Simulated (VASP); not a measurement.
# Ga3Sb (I4/mmm) in VASP: notebook

Ga3Sb is run at these levels: PBE; tasks: single point.

Everything below comes from runs of VASP 6.6.1. Logs are shortened: lines on timing, memory, paths and dates and some standing lists are left out, and cuts for length are marked.

## Step 1: The cell of the first run

The structure is tetragonal, space group I4/mmm (No. 139). The conventional cell has a = 4.346 Å, b = 4.346 Å, c = 9.584 Å, α = 90.00°, β = 90.00°, γ = 90.00°. Within 4.0 Å of Sb (site symmetry 4/mmm) lie 12 Ga at 3.07 to 3.23 Å. Ga (site symmetry 4/mmm) has 4 Sb at 3.07 Å and 8 Ga at 3.23 Å within 4.0 Å. Ga (site symmetry -4m2) has 8 Ga at 3.07 to 3.23 Å and 4 Sb at 3.23 Å within 4.0 Å.

## Step 2: Single point, PBE

Contents of INCAR:

```
SYSTEM = Ga3Sb
PREC = Accurate ; ENCUT = 520
EDIFF = 1E-6 ; ISMEAR = -1
SIGMA = 0.05 ; LREAL = .False.
LASPH = .True. ; NELM = 80
ALGO = Fast ; ISIF = 2
LWAVE = .False. ; LCHARG = .False.
GGA = PE ; NBANDS = 30
```

Contents of KPOINTS:

```
Automatic mesh
0
Gamma
  9 9 9
  0 0 0
```

Contents of POSCAR:

```
Ga3Sb
1.0
   -2.1730960988      2.1730960988      4.7920113029
    2.1730960988     -2.1730960988      4.7920113029
    2.1730960988      2.1730960988     -4.7920113029
Sb Ga
1 3
Direct
    0.0000000000      0.0000000000      0.0000000000
    0.5000000000      0.5000000000      0.0000000000
    0.2500000000      0.7500000000      0.5000000000
    0.7500000000      0.2500000000      0.5000000000
```

Potentials or basis: VASP PAW PBE potentials, release 64 (Sb, Ga_d).

On the command line:

```console
> cat potpaw_PBE.64/Sb/POTCAR potpaw_PBE.64/Ga_d/POTCAR > POTCAR
> mpirun -np 1 vasp_std > vasp.out
```

OUTCAR:

```text
SYSTEM = Ga3Sb
   PREC = Accurate
   ENCUT = 520
   EDIFF = 1E-6
   ISMEAR = -1
   LREAL = .False.
   LASPH = .True.
   NELM = 80
   ISIF = 2
   GGA = PE

 ion  position               nearest neighbor table
   1  0.000  0.000  0.000-   2 3.07   2 3.07   2 3.07   2 3.07   4 3.23   4 3.23   3 3.23   3 3.23
                             4 3.23   3 3.23   4 3.23   3 3.23
   2  0.500  0.500  0.000-   1 3.07   1 3.07   1 3.07   1 3.07
   3  0.250  0.750  0.500-   1 3.23   1 3.23   1 3.23   1 3.23
   4  0.750  0.250  0.500-   1 3.23   1 3.23   1 3.23   1 3.23

  LATTYP: Found a body centered tetragonal cell.
 ALAT       =     4.3461921976
 C/A-ratio  =     2.2051538841

  Lattice vectors:

 A1 = (  -2.1730960988,   2.1730960988,   4.7920113029)
 A2 = (   2.1730960988,  -2.1730960988,   4.7920113029)
 A3 = (   2.1730960988,   2.1730960988,  -4.7920113029)

Analysis of symmetry for initial positions (statically):
=====================================================================
 Subroutine PRICEL returns:
 Original cell was already a primitive cell.

 Routine SETGRP: Setting up the symmetry group for a
 body centered tetragonal supercell.

 Subroutine GETGRP returns: Found 16 space group operations
 (whereof 16 operations were pure point group operations)
 out of a pool of 16 trial point group operations.

The static configuration has the point symmetry D_4h.

Analysis of symmetry for dynamics (positions and initial velocities):
=====================================================================
 Subroutine PRICEL returns:
 Original cell was already a primitive cell.

 Routine SETGRP: Setting up the symmetry group for a
 body centered tetragonal supercell.

 Subroutine GETGRP returns: Found 16 space group operations
 (whereof 16 operations were pure point group operations)
 out of a pool of 16 trial point group operations.

The dynamic configuration has the point symmetry D_4h.

 Subroutine INISYM returns: Found 16 space group operations
 (whereof 16 operations are pure point group operations),
 and found     1 'primitive' translations

----------------------------------------------------------------------------------------

                                     Primitive cell

  volume of cell :      90.5182

  direct lattice vectors                    reciprocal lattice vectors
    -2.173096099  2.173096099  4.792011303     0.000000000  0.230086465  0.104340322
     2.173096099 -2.173096099  4.792011303     0.230086465  0.000000000  0.104340322
     2.173096099  2.173096099 -4.792011303     0.230086465  0.230086465  0.000000000

  length of vectors
     5.692808238  5.692808238  5.692808238     0.252639435  0.252639435  0.325391400

  position of ions in fractional coordinates (direct lattice)
     0.000000000  0.000000000  0.000000000
     0.500000000  0.500000000  0.000000000
     0.250000000  0.750000000  0.500000000
     0.750000000  0.250000000  0.500000000

  ion indices of the primitive-cell ions
   primitive index   ion index
                 1           1
                 2           2
                 3           3
                 4           4

----------------------------------------------------------------------------------------

 KPOINTS: Automatic mesh

Automatic generation of k-mesh.
 Grid dimensions read from file:
 generate k-points for:    9    9    9

 Generating k-lattice:

  Cartesian coordinates                     Fractional coordinates (reciprocal lattice)
     0.000000000  0.025565163  0.011593369     0.111111111 -0.000000000  0.000000000
     0.025565163  0.000000000  0.011593369    -0.000000000  0.111111111  0.000000000
     0.025565163  0.025565163  0.000000000     0.000000000  0.000000000  0.111111111

  Length of vectors
     0.028071048  0.028071048  0.036154600

  Shift w.r.t. Gamma in fractional coordinates (k-lattice)
     0.000000000  0.000000000  0.000000000

 Subroutine IBZKPT returns following result:
 ===========================================

 Found     75 irreducible k-points:

 Following reciprocal coordinates:
            Coordinates               Weight
  0.000000  0.000000  0.000000      1.000000
  0.111111 -0.000000  0.000000      8.000000
  0.222222 -0.000000  0.000000      8.000000
  0.333333 -0.000000  0.000000      8.000000
  0.444444 -0.000000  0.000000      8.000000
  0.111111  0.111111  0.000000      8.000000
[... 16 lines left out ...]
 -0.333333  0.333333  0.000000      4.000000
  0.444444  0.444444  0.000000      8.000000
 [... further k-points ...]
   k-points           NKPTS =     75   k-points in BZ     NKDIM =     75   number of bands    NBANDS=     30
   number of dos      NEDOS =    301   number of ions     NIONS =      4
   total plane-waves  NPLWV =  74088
   dimension x,y,z NGX =    42 NGY =   42 NGZ =   42
   dimension x,y,z NGXF=    84 NGYF=   84 NGZF=   84
   ions per type =               1   3
   NGX,Y,Z   is equivalent  to a cutoff of  12.27, 12.27, 12.27 a.u.
   NGXF,Y,Z  is equivalent  to a cutoff of  24.53, 24.53, 24.53 a.u.
 SYSTEM =  Ga3Sb
   PREC   = accura    normal or accurate (medium, high low for compatibility)
   ISTART =      0    job   : 0-new  1-cont  2-samecut
   ICHARG =      2    charge: 1-file 2-atom 10-const
   ISPIN  =      1    spin polarized calculation?
   LNONCOLLINEAR =      F non collinear calculations
   LSORBIT =      F    spin-orbit coupling
   LASPH  =      T    aspherical Exc in radial PAW
   ENCUT  =  520.0 eV  38.22 Ry    6.18 a.u.  10.58 10.58 10.58*2*pi/ulx,y,z
   NELM   =     80;   NELMIN=  2; NELMDL= -5     # of ELM steps
   EDIFF  = 0.1E-05   stopping-criterion for ELM
   LREAL  =      F    real-space projection
   EDIFFG = 0.1E-04   stopping-criterion for IOM
   NSW    =      0    number of steps for IOM
   IBRION =     -1    ionic relax: 0-MD 1-quasi-New 2-CG
   NFREE  =      0    steps in history (QN), initial steepest desc. (CG)
   ISIF   =      2    stress and relaxation
   ISYM   =      2    0-nonsym 1-usesym 2-fastsym
   POTIM  = 0.5000    time-step for ionic-motion
   TEBEG  =    0.0;   TEEND  =   0.0 temperature during run
   PSTRESS=    0.0 pullay stress
   NELECT =      44.0000    total number of electrons
   NUPDOWN=      -1.0000    fix difference up-down
   EMIN   =  10.00;   EMAX   =-10.00  energy-range for DOS
   EFERMI =   0.00;   METHOD = LEGACY
   ISMEAR =    -1;   SIGMA  =   0.05  broadening in eV -4-tet -1-fermi 0-gaus
   EFERMI_NEDOS =   21; number of points for ismear=-14 and -15
   IALGO  =     68    algorithm
   IMIX   =      4    mixing-type and parameters
     AMIX     =   0.40;   BMIX     =  1.00
     AMIX_MAG =   1.60;   BMIX_MAG =  1.00
  volume/ion in A,a.u.               =      22.63       152.71
  Fermi-wavevector in a.u.,A,eV,Ry     =   1.287203  2.432462 22.543390  1.656892
  Thomas-Fermi vector in A             =   2.419232
   LORBIT       =      0    0 simple, 1 ext, 2 COOP (PROOUT), +10 PAW based schemes
   GGA     = PE    functional components
   LHFCALC =     F    Hartree Fock is set to
   AEXX    =    0.0000 exact exchange contribution
   IVDW    =     0    specifies the selected vdW correction
   LEPSILON=     F    determine dielectric tensor
   LRPA    =     F    only Hartree local field effects (RPA)
 non-spin polarized calculation
 RMM-DIIS sequential band-by-band and
  energy-cutoff  :      520.00
  volume of cell :       90.52
 maximum number of plane-waves:      2461
   NGX = 21   NGY = 21   NGZ = 21

 number of electron      43.9999997 magnetization

 Free energy of the ion-electron system (eV)
  ---------------------------------------------------
  ext. energy  EPLUGINS =         0.00000000
  ---------------------------------------------------
  free energy    TOTEN  =       -12.55520253 eV

  energy without entropy =      -12.53647963  energy(sigma->0) =      -12.54584108

 E-fermi :   5.6842     XC(G=0): -10.3737

 val. band max:        5.6802716995   @ k =  -0.3333   0.4444   0.1111
 cond. band min:       5.6904329576   @ k =   0.2222   0.1111   0.1111
 fundamental gap:      0.0101612581
 Fermi energy:         5.6842342995

 k-point     1 :       0.0000    0.0000    0.0000
  band No.  band energies     occupation
      1      -9.1996      2.00000
      2      -9.1537      2.00000
      3      -9.1404      2.00000
      4      -9.1032      2.00000
      5      -9.1032      2.00000
      6      -9.1028      2.00000
[... 22 lines left out ...]
     29      13.3847      0.00000
     30      13.5572      0.00000

 k-point     2 :       0.1111   -0.0000    0.0000
  band No.  band energies     occupation
      1      -9.1925      2.00000
      2      -9.1518      2.00000
      3      -9.1350      2.00000
      4      -9.1151      2.00000
      5      -9.1127      2.00000
      6      -9.0926      2.00000
[... 22 lines left out ...]
     29      14.2630      0.00000
     30      14.3688      0.00000

 k-point     3 :       0.2222   -0.0000    0.0000
  band No.  band energies     occupation
      1      -9.1718      2.00000
      2      -9.1481      2.00000
      3      -9.1260      2.00000
      4      -9.1208      2.00000
      5      -9.1124      2.00000
      6      -9.0871      2.00000
[... 22 lines left out ...]
     29      12.7048      0.00000
     30      12.9956      0.00000

 k-point     4 :       0.3333   -0.0000    0.0000
  band No.  band energies     occupation
      1      -9.1433      2.00000
      2      -9.1406      2.00000
      3      -9.1339      2.00000
      4      -9.1025      2.00000
      5      -9.1008      2.00000
      6      -9.0836      2.00000
[... 616 lines left out ...]
     29      12.2636      0.00000
     30      12.9545      0.00000

 k-point    23 :      -0.3333    0.3333    0.0000
  band No.  band energies     occupation
      1      -9.1656      2.00000
      2      -9.1422      2.00000
      3      -9.1165      2.00000
      4      -9.1047      2.00000
      5      -9.0956      2.00000
      6      -9.0931      2.00000
[... 22 lines left out ...]
     29      11.6664      0.00000
     30      12.1598      0.00000

 k-point    24 :       0.4444    0.4444    0.0000
  band No.  band energies     occupation
      1      -9.1706      2.00000
      2      -9.1399      2.00000
      3      -9.1360      2.00000
      4      -9.1256      2.00000
      5      -9.1011      2.00000
      6      -9.0985      2.00000
[... 22 lines left out ...]
     29      13.3566      0.00000
     30      13.7240      0.00000

 [... further k-points ...]

------------------------ aborting loop because EDIFF is reached ----------------------------------------

  FORCE on cell =-STRESS in cart. coord.  units (eV):
  Direction    XX          YY          ZZ          XY          YZ          ZX
  --------------------------------------------------------------------------------------
  -------------------------------------------------------------------------------------
  Total       -0.8853587     -0.8853587     -0.5622214      0.0000000      0.0000000      0.0000000
  in kB      -15.6709082    -15.6709082     -9.9513557      0.0000000      0.0000000      0.0000000
  external PRESSURE =     -13.7643907 kB  Pullay stress =       0.0000000 kB

 VOLUME and BASIS-vectors are now :
 -----------------------------------------------------------------------------
  energy-cutoff  :      520.00
  volume of cell :       90.52
      direct lattice vectors                 reciprocal lattice vectors
    -2.173096099  2.173096099  4.792011303     0.000000000  0.230086465  0.104340322
     2.173096099 -2.173096099  4.792011303     0.230086465  0.000000000  0.104340322
     2.173096099  2.173096099 -4.792011303     0.230086465  0.230086465  0.000000000

 POSITION                                       TOTAL-FORCE (eV/Angst)
 -----------------------------------------------------------------------------------
      0.00000      0.00000      0.00000         0.000000      0.000000     -0.000000
      0.00000      0.00000      4.79201         0.000000      0.000000     -0.000000
      2.17310      0.00000      2.39601         0.000000     -0.000000      0.000000
      0.00000      2.17310      2.39601        -0.000000     -0.000000     -0.000000
 -----------------------------------------------------------------------------------
    total drift:                               -0.000000      0.000000      0.000000

  FREE ENERGIE OF THE ION-ELECTRON SYSTEM (eV)
  ---------------------------------------------------
  free  energy   TOTEN  =       -12.5552025326 eV

  energy  without entropy=      -12.5364796317  energy(sigma->0) =      -12.54584108
```

Wall time 4.3 min (1 thread of Intel Xeon Platinum 8375C at 2.90GHz (Ice Lake), shared host); peak memory 0.37 GiB.

Results:

- Free energy: -12.5552 eV
- Pressure: -1.4 GPa
- Band gap on the k mesh: zero (bands 22 and 23 overlap by 3.46 eV)

Stress tensor (GPa, compression positive):
```
-1.57  0.00  0.00
 0.00 -1.57  0.00
 0.00  0.00 -1.00
```

Levels at points of the mesh, in eV from the Fermi level:
| k point | band 19 | band 20 | band 21 | band 22 | band 23 | band 24 | band 25 | band 26 |
| --- | --- | --- | --- | --- | --- | --- | --- | --- |
| (0.00, 0.00, 0.00) | -3.00 | -1.94 | -1.68 | -1.68 | -0.18 | -0.18 | 1.04 | 1.32 |

Caveat: spin-orbit coupling is left out, which moves the levels of the heavy elements.

## Step 3: Single point, PBE

This run uses another cell than the first one, of 23.07 Å³/atom.

Contents of INCAR:

```
PREC = Accurate
ENCUT = 520
EDIFF = 1E-6
ISMEAR = -1
SIGMA = 0.05
LREAL = False
LASPH = True
NELM = 60
ALGO = Fast
ISIF = 2
LWAVE = False
LCHARG = False
GGA = PE
NBANDS = 30
```

Contents of KPOINTS:

```
Automatic mesh
0
Gamma
  9 9 9
```

Contents of POSCAR:

```
Ga3Sb
1.0
   -2.1872075078      2.1872075078      4.8231291313
    2.1872075078     -2.1872075078      4.8231291313
    2.1872075078      2.1872075078     -4.8231291313
Sb Ga
1 3
Direct
    0.0000000000      0.0000000000      0.0000000000
    0.5000000000      0.5000000000      0.0000000000
    0.2500000000      0.7500000000      0.5000000000
    0.7500000000      0.2500000000      0.5000000000
```

Potentials or basis: VASP PAW PBE potentials, release 64 (Sb, Ga_d).

On the command line:

```console
> cat potpaw_PBE.64/Sb/POTCAR potpaw_PBE.64/Ga_d/POTCAR > POTCAR
> mpirun -np 1 vasp_std > vasp.out
```

Wall time 5.4 min (1 thread of Intel Xeon Platinum 8375C at 2.90GHz (Ice Lake), shared host); peak memory 0.43 GiB.

It converged, with:

```
Free energy            : -12.5363 eV
Pressure               : -2.1 GPa
Band gap on the k mesh : zero (bands 22 and 23 overlap by 3.37 eV)
```

Stress tensor (GPa, compression positive):
```
-2.20  0.00  0.00
 0.00 -2.20  0.00
 0.00  0.00 -1.80
```

Levels at points of the mesh, in eV from the Fermi level:
| k point | band 19 | band 20 | band 21 | band 22 | band 23 | band 24 | band 25 | band 26 |
| --- | --- | --- | --- | --- | --- | --- | --- | --- |
| (0.00, 0.00, 0.00) | -3.04 | -2.00 | -1.64 | -1.64 | -0.15 | -0.15 | 1.05 | 1.35 |

Caveat: spin-orbit coupling is left out, which moves the levels of the heavy elements.

## Step 4: Single point, PBE

This run uses another cell than the first one, of 23.52 Å³/atom.

Contents of INCAR:

```
PREC     = Accurate       # precision mode
ENCUT    = 520            # plane-wave cutoff, eV
EDIFF    = 1E-6           # SCF threshold, eV
ISMEAR   = -1             # smearing method
SIGMA    = 0.05           # smearing width, eV
LREAL    = False          # projectors in reciprocal space
LASPH    = True           # aspherical terms in the spheres
NELM     = 100            # most SCF steps
ALGO     = Fast           # electronic algorithm
ISIF     = 2              # what is computed and relaxed
LWAVE    = False          # write WAVECAR
LCHARG   = True           # write CHGCAR
GGA      = PE             # functional
LELF     = True           # ELF
LVHAR    = True         
NBANDS   = 30             # bands
```

KPOINTS is that of step 3.

Contents of POSCAR:

```
Ga3Sb
1.0
   -2.2011391414      2.2011391414      4.8538505273
    2.2011391414     -2.2011391414      4.8538505273
    2.2011391414      2.2011391414     -4.8538505273
Sb Ga
1 3
Direct
    0.0000000000      0.0000000000      0.0000000000
    0.5000000000      0.5000000000      0.0000000000
    0.2500000000      0.7500000000      0.5000000000
    0.7500000000      0.2500000000      0.5000000000
```

On the command line:

```console
> cat potpaw_PBE.64/Sb/POTCAR potpaw_PBE.64/Ga_d/POTCAR > POTCAR
> mpirun -np 1 vasp_std > vasp.out
```

It took 5.7 min on 1 thread of Intel Xeon Platinum 8375C at 2.90GHz (Ice Lake), shared host; peak memory 0.43 GiB.

Results (log left out):

```
Free energy            : -12.5100 eV
Pressure               : -2.7 GPa
Band gap on the k mesh : zero (bands 22 and 23 overlap by 3.28 eV)
```

Stress tensor (GPa, compression positive):
```
-2.77  0.00  0.00
 0.00 -2.77  0.00
 0.00  0.00 -2.53
```

Levels at points of the mesh, in eV from the Fermi level:
```
           k point  band 18  band 19  band 20  band 21  band 22  band 23  band 24  band 25  band 26  band 27
(0.00, 0.00, 0.00)    -3.53    -3.07    -2.06    -1.59    -1.59    -0.12    -0.12     1.06     1.38     4.35
```

Caveat: spin-orbit coupling is left out, which moves the levels of the heavy elements.

## Step 5: Summary

```tsv
cell	gap on the mesh (eV)	pressure (GPa)
a = 5.693 Å, angles 135.1, 135.1, 65.3°, 4 atoms	none	-1.4
a = 5.730 Å, angles 135.1, 135.1, 65.3°, 4 atoms	none	-2.1
a = 5.766 Å, angles 135.1, 135.1, 65.3°, 4 atoms	none	-2.7
```

Alike in all rows: task single point; level PBE; potentials or basis VASP PAW PBE potentials, release 64 (Sb, Ga_d); no spin polarisation; k mesh 9 × 9 × 9; cutoff (eV) 520; smearing fermi-dirac 0.05 eV.

Caveats: spin-orbit coupling is left out, which moves the levels of the heavy elements.

Total energies depend on the potentials used, so only differences within one code and one set of settings carry meaning.
